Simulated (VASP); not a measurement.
# Co (P6_3/mmc) in VASP: a series of runs, part 2 of 3

VASP 6.6.1. The steps go on from the part before.

**3. Single point, PBE, collinear spin, antiferromagnetic start**

This run uses another cell than the first one, of 10.92 Å³/atom.

The input, INCAR:

```
SYSTEM = Co
PREC = Accurate
ENCUT = 520
EDIFF = 1E-6
ISMEAR = -1
SIGMA = 0.15
LREAL = .False.
LASPH = .True.
NELM = 150
ALGO = Normal
ISIF = 2
LWAVE = .False.
LCHARG = .True.
ISPIN = 2
MAGMOM = 2.5 -2.5 2.5 -2.5
LORBIT = 11
LMAXMIX = 4
GGA = PE
LELF = .True.
LVHAR = .True.
NBANDS = 30
```

The input, KPOINTS:

```
regular mesh
0
Gamma
  12 12 3
  0 0 0
```

The input, POSCAR:

```
Co
1.0
    2.4950980902      0.0000000000      0.0000000000
   -1.2475490451      2.1608183310      0.0000000000
    0.0000000000      0.0000000000      8.1046865118
Co
4
Direct
    0.0000000000      0.0000000000      0.0000000000
    0.3333333333      0.6666666667      0.2500000000
    0.0000000000      0.0000000000      0.5000000000
    0.6666666667      0.3333333333      0.7500000000
```

Potentials or basis: VASP PAW PBE potentials, release 64 (Co).

On the command line:

```console
$ cat potpaw_PBE.64/Co/POTCAR > POTCAR
$ mpirun -np 1 vasp_std > vasp.out
```

OUTCAR:

```text
SYSTEM = Co
   PREC = Accurate
   ENCUT = 520
   EDIFF = 1E-6
   ISMEAR = -1
   LREAL = .False.
   LASPH = .True.
   NELM = 150
   ISIF = 2
   ISPIN = 2
   LORBIT = 11
   GGA = PE

 ion  position               nearest neighbor table
   1  0.000  0.000  0.000-   2 2.49   4 2.49   2 2.49   4 2.49   4 2.49   2 2.49
   2  0.333  0.667  0.250-   1 2.49   3 2.49   1 2.49   3 2.49   1 2.49   3 2.49
   3  0.000  0.000  0.500-   2 2.49   4 2.49   2 2.49   4 2.49   4 2.49   2 2.49
   4  0.667  0.333  0.750-   1 2.49   3 2.49   1 2.49   3 2.49   1 2.49   3 2.49

  LATTYP: Found a hexagonal cell.
 ALAT       =     2.4950980902
 C/A-ratio  =     3.2482436437

  Lattice vectors:

 A1 = (   2.4950980902,   0.0000000000,   0.0000000000)
 A2 = (  -1.2475490451,   2.1608183310,   0.0000000000)
 A3 = (   0.0000000000,   0.0000000000,   8.1046865118)

Analysis of symmetry for initial positions (statically):
=====================================================================
 Subroutine PRICEL returns:
 Original cell was already a primitive cell.

 Routine SETGRP: Setting up the symmetry group for a
 hexagonal supercell.

[... 1786 lines left out ...]
 [... further k-points ...]
[... 5 lines left out ...]
  --------------------------------------------------------------------------------------
  -------------------------------------------------------------------------------------
  Total       -2.6704049     -2.6704049     -2.3022548      0.0000000      0.0000000      0.0000000
  in kB      -97.9141817    -97.9141816    -84.4154357      0.0000000      0.0000000      0.0000000
  external PRESSURE =     -93.4145997 kB  Pullay stress =       0.0000000 kB

 VOLUME and BASIS-vectors are now :
 -----------------------------------------------------------------------------
  energy-cutoff  :      520.00
  volume of cell :       43.70
      direct lattice vectors                 reciprocal lattice vectors
     2.495098090  0.000000000  0.000000000     0.400785846  0.231393816  0.000000000
    -1.247549045  2.160818331  0.000000000     0.000000000  0.462787633  0.000000000
     0.000000000  0.000000000  8.104686512     0.000000000  0.000000000  0.123385402

 POSITION                                       TOTAL-FORCE (eV/Angst)
 -----------------------------------------------------------------------------------
      0.00000      0.00000      0.00000         0.000000      0.000000      0.000000
     -0.00000      1.44055      2.02617        -0.000000     -0.000000      0.000000
      0.00000      0.00000      4.05234         0.000000      0.000000      0.000000
      1.24755      0.72027      6.07851         0.000000      0.000000     -0.000000
 -----------------------------------------------------------------------------------
    total drift:                                0.000000     -0.000000      0.000000

  FREE ENERGIE OF THE ION-ELECTRON SYSTEM (eV)
  ---------------------------------------------------
  free  energy   TOTEN  =       -27.6002319449 eV

  energy  without entropy=      -26.8755828516  energy(sigma->0) =      -27.23790740

 total charge

# of ion       s       p       d       tot
------------------------------------------
    1        0.481   0.508   7.269   8.259
    2        0.481   0.510   7.269   8.260
    3        0.481   0.508   7.269   8.259
    4        0.481   0.510   7.269   8.260
--------------------------------------------------
tot          1.924   2.037  29.077  33.037

 magnetization (x)

# of ion       s       p       d       tot
------------------------------------------
    1        0.001   0.005   0.575   0.581
    2        0.000  -0.002  -0.645  -0.647
    3        0.001   0.005   0.575   0.581
    4        0.000  -0.002  -0.645  -0.647
--------------------------------------------------
tot          0.002   0.006  -0.141  -0.133
```

OSZICAR:

```text
N       E                     dE             d eps       ncg     rms          rms(c)
DAV:   1     0.239642230227E+03    0.23964E+03   -0.15183E+04  4632   0.160E+03
DAV:   2    -0.170071243137E+02   -0.25665E+03   -0.24043E+03  4560   0.311E+02
DAV:   3    -0.317248854299E+02   -0.14718E+02   -0.13938E+02  5040   0.101E+02
DAV:   4    -0.319918353815E+02   -0.26695E+00   -0.26654E+00  5678   0.131E+01
[... 14 lines left out ...]
DAV:  19    -0.276001715841E+02   -0.10650E-03   -0.10809E-03  7804   0.484E-01    0.321E-02
DAV:  20    -0.276002162859E+02   -0.44702E-04   -0.69679E-04  7874   0.427E-01    0.106E-02
DAV:  21    -0.276002283482E+02   -0.12062E-04   -0.11735E-04  7054   0.128E-01    0.722E-03
DAV:  22    -0.276002311371E+02   -0.27889E-05   -0.32554E-05  7462   0.817E-02    0.266E-03
DAV:  23    -0.276002319449E+02   -0.80777E-06   -0.79468E-06  5026   0.328E-02
   1 F= -.27600232E+02 E0= -.27237907E+02  d E =-.724649E+00  mag=    -0.1305
```

stdout:

```text
POSCAR found type information on POSCAR Co
 POSCAR found :  1 types and       4 ions
 scaLAPACK will be used
 LDA part: xc-table for (Slater+PW92), standard interpolation
 POSCAR, INCAR and KPOINTS ok, starting setup
 FFT: planning ... GRIDC
 FFT: planning ... GRID_SOFT
 FFT: planning ... GRID
 WAVECAR not read
 entering main loop
```

Wall time 5.6 min (1 thread of Intel Xeon 8259CL, shared host); peak memory 0.22 GiB.

What came out:

| Property | Result |
| --- | --- |
| Free energy | -27.6002 eV |
| Pressure | -9.3 GPa |
| Net moment | -0.13 μB per cell |
| Site moments | Co +0.58, -0.65 (each value once) μB |
| Valence electrons inside the program's atomic spheres | Co 8.26 |

Stress tensor (GPa, compression positive):
```
-9.79  0.00  0.00
 0.00 -9.79  0.00
 0.00  0.00 -8.44
```

Caveat: the cell stands under tension; the antiferromagnetic order is the one typed at the start, and another may lie lower.

**4. Single point, PBE, collinear spin, antiferromagnetic start**

This run uses another cell than the first one, of 10.92 Å³/atom.

The input, INCAR:

```
SYSTEM = Co
PREC     = Accurate       ! precision mode
ENCUT    = 520            ! plane-wave cutoff, eV
EDIFF    = 1E-6           ! SCF threshold, eV
ISMEAR   = -1             ! smearing method
SIGMA    = 0.15           ! smearing width, eV
LREAL    = .False.        ! projectors in reciprocal space
LASPH    = .True.         ! aspherical terms in the spheres
NELM     = 150            ! most SCF steps
ALGO     = Normal         ! electronic algorithm
ISIF     = 2              ! what is computed and relaxed
LWAVE    = .False.        ! write WAVECAR
LCHARG   = .False.        ! write CHGCAR
ISPIN    = 2              ! spin polarisation
MAGMOM   = 2.5 -2.5 2.5 -2.5 ! initial moments
LORBIT   = 11             ! projections on sites
LMAXMIX  = 4              ! l up to which the mixer works
GGA      = PE             ! functional
NBANDS   = 30             ! bands
```

KPOINTS is that of step 3.

The input, POSCAR:

```
Co
1.0
    2.4950981067      0.0000000000      0.0000000000
   -1.2475490533      2.1608183453      0.0000000000
    0.0000000000      0.0000000000      8.1046865697
Co
4
Direct
    0.0000000000      0.0000000000      0.0000000000
    0.3333333333      0.6666666667      0.2500000000
    0.0000000000      0.0000000000      0.5000000000
    0.6666666667      0.3333333333      0.7500000000
```

Potentials or basis: VASP PAW PBE potentials, release 64 (Co).

On the command line:

```console
$ cat potpaw_PBE.64/Co/POTCAR > POTCAR
$ mpirun -np 1 vasp_std > vasp.out
```

OUTCAR:

```text
SYSTEM = Co
   PREC = Accurate
   ENCUT = 520
   EDIFF = 1E-6
   ISMEAR = -1
   LREAL = .False.
   LASPH = .True.
   NELM = 150
   ISIF = 2
   ISPIN = 2
   LORBIT = 11
   GGA = PE

 ion  position               nearest neighbor table
   1  0.000  0.000  0.000-   2 2.49   4 2.49   2 2.49   4 2.49   4 2.49   2 2.49
   2  0.333  0.667  0.250-   1 2.49   3 2.49   1 2.49   3 2.49   1 2.49   3 2.49
   3  0.000  0.000  0.500-   2 2.49   4 2.49   2 2.49   4 2.49   4 2.49   2 2.49
   4  0.667  0.333  0.750-   1 2.49   3 2.49   1 2.49   3 2.49   1 2.49   3 2.49

  LATTYP: Found a hexagonal cell.
 ALAT       =     2.4950981067
 C/A-ratio  =     3.2482436454

  Lattice vectors:

 A1 = (   2.4950981067,   0.0000000000,   0.0000000000)
 A2 = (  -1.2475490533,   2.1608183453,   0.0000000000)
 A3 = (   0.0000000000,   0.0000000000,   8.1046865697)

Analysis of symmetry for initial positions (statically):
=====================================================================
 Subroutine PRICEL returns:
 Original cell was already a primitive cell.

 Routine SETGRP: Setting up the symmetry group for a
 hexagonal supercell.

 Subroutine GETGRP returns: Found 24 space group operations
 (whereof 12 operations were pure point group operations)
 out of a pool of 24 trial point group operations.

The static configuration has the point symmetry D_3d.
 The point group associated with its full space group is D_6h.

Analysis of symmetry for dynamics (positions and initial velocities):
=====================================================================
 Subroutine PRICEL returns:
 Original cell was already a primitive cell.

 Routine SETGRP: Setting up the symmetry group for a
 hexagonal supercell.

 Subroutine GETGRP returns: Found 24 space group operations
 (whereof 12 operations were pure point group operations)
 out of a pool of 24 trial point group operations.

The dynamic configuration has the point symmetry D_3d.
 The point group associated with its full space group is D_6h.

Analysis of structural, dynamic, and magnetic symmetry:
=====================================================================
[... 162 lines left out ...]

  energy without entropy =      -26.87558281  energy(sigma->0) =      -27.23790735

 E-fermi :  10.0474     XC(G=0): -13.3786

 val. band max:       10.0457992384   @ k =   0.5000   0.0000   0.0000
 cond. band min:      10.0490300653   @ k =   0.3333   0.1667   0.0000
 fundamental gap:      0.0032308269
 Fermi energy:        10.0474164997

 spin component 1

 k-point     1 :       0.0000    0.0000    0.0000
  band No.  band energies     occupation
      1       1.2797      1.00000
      2       3.5100      1.00000
      3       3.5683      1.00000
      4       5.5016      1.00000
      5       7.6674      1.00000
      6       8.0422      1.00000
[... 781 lines left out ...]
     29      24.3513      0.00000
     30      25.2958      0.00000

 [... further k-points ...]

 spin component 2

 k-point     1 :       0.0000    0.0000    0.0000
  band No.  band energies     occupation
      1       1.2813      1.00000
      2       3.5072      1.00000
      3       3.5696      1.00000
      4       5.4733      1.00000
      5       7.6116      1.00000
      6       7.9970      1.00000
[... 781 lines left out ...]
     29      24.3933      0.00000
     30      25.3046      0.00000

 [... further k-points ...]
[... 5 lines left out ...]
  --------------------------------------------------------------------------------------
  -------------------------------------------------------------------------------------
  Total       -2.6704056     -2.6704056     -2.3022552     -0.0000000      0.0000000      0.0000000
  in kB      -97.9142071    -97.9142071    -84.4154500     -0.0000000      0.0000000      0.0000000
  external PRESSURE =     -93.4146214 kB  Pullay stress =       0.0000000 kB

 VOLUME and BASIS-vectors are now :
 -----------------------------------------------------------------------------
  energy-cutoff  :      520.00
  volume of cell :       43.70
      direct lattice vectors                 reciprocal lattice vectors
     2.495098107  0.000000000  0.000000000     0.400785844  0.231393815  0.000000000
    -1.247549053  2.160818345  0.000000000     0.000000000  0.462787630  0.000000000
     0.000000000  0.000000000  8.104686570     0.000000000  0.000000000  0.123385401

 POSITION                                       TOTAL-FORCE (eV/Angst)
 -----------------------------------------------------------------------------------
      0.00000      0.00000      0.00000         0.000000      0.000000     -0.000000
     -0.00000      1.44055      2.02617         0.000000      0.000000      0.000000
      0.00000      0.00000      4.05234         0.000000      0.000000     -0.000000
      1.24755      0.72027      6.07851        -0.000000      0.000000      0.000000
 -----------------------------------------------------------------------------------
    total drift:                                0.000000     -0.000000      0.000000

  FREE ENERGIE OF THE ION-ELECTRON SYSTEM (eV)
  ---------------------------------------------------
  free  energy   TOTEN  =       -27.6002318942 eV

  energy  without entropy=      -26.8755828109  energy(sigma->0) =      -27.23790735

 total charge

# of ion       s       p       d       tot
------------------------------------------
    1        0.481   0.508   7.269   8.259
    2        0.481   0.510   7.269   8.260
    3        0.481   0.508   7.269   8.259
    4        0.481   0.510   7.269   8.260
--------------------------------------------------
tot          1.924   2.037  29.077  33.037

 magnetization (x)

# of ion       s       p       d       tot
------------------------------------------
    1        0.001   0.005   0.575   0.581
    2        0.000  -0.002  -0.645  -0.647
    3        0.001   0.005   0.575   0.581
    4        0.000  -0.002  -0.645  -0.647
--------------------------------------------------
tot          0.002   0.006  -0.141  -0.133
```

OSZICAR:

```text
N       E                     dE             d eps       ncg     rms          rms(c)
DAV:   1     0.239642227955E+03    0.23964E+03   -0.15183E+04  4632   0.160E+03
DAV:   2    -0.170071245687E+02   -0.25665E+03   -0.24043E+03  4560   0.311E+02
DAV:   3    -0.317248854682E+02   -0.14718E+02   -0.13938E+02  5040   0.101E+02
DAV:   4    -0.319918354121E+02   -0.26695E+00   -0.26654E+00  5678   0.131E+01
[... 14 lines left out ...]
DAV:  19    -0.276001715333E+02   -0.10650E-03   -0.10809E-03  7804   0.484E-01    0.321E-02
DAV:  20    -0.276002162342E+02   -0.44701E-04   -0.69679E-04  7874   0.427E-01    0.106E-02
DAV:  21    -0.276002282967E+02   -0.12063E-04   -0.11735E-04  7054   0.128E-01    0.722E-03
DAV:  22    -0.276002310868E+02   -0.27901E-05   -0.32554E-05  7462   0.817E-02    0.266E-03
DAV:  23    -0.276002318942E+02   -0.80732E-06   -0.79468E-06  5026   0.328E-02
   1 F= -.27600232E+02 E0= -.27237907E+02  d E =-.724649E+00  mag=    -0.1305
```

stdout:

```text
POSCAR found type information on POSCAR Co
 POSCAR found :  1 types and       4 ions
 scaLAPACK will be used
 LDA part: xc-table for (Slater+PW92), standard interpolation
 POSCAR, INCAR and KPOINTS ok, starting setup
 FFT: planning ... GRIDC
 FFT: planning ... GRID_SOFT
 FFT: planning ... GRID
 WAVECAR not read
 entering main loop
```

It took 5.3 min on 1 thread of Intel Xeon 8259CL, shared host; peak memory 0.22 GiB.

Results:

```
Free energy                                           : -27.6002 eV
Pressure                                              : -9.3 GPa
Net moment                                            : -0.13 μB per cell
Site moments                                          : Co +0.58, -0.65 (each value once) μB
Valence electrons inside the program's atomic spheres : Co 8.26
```

Stress tensor (GPa, compression positive):
```
-9.79  0.00  0.00
 0.00 -9.79  0.00
 0.00  0.00 -8.44
```

Caveat: the cell stands under tension; the antiferromagnetic order is the one typed at the start, and another may lie lower.

[end of part 2 of 3]
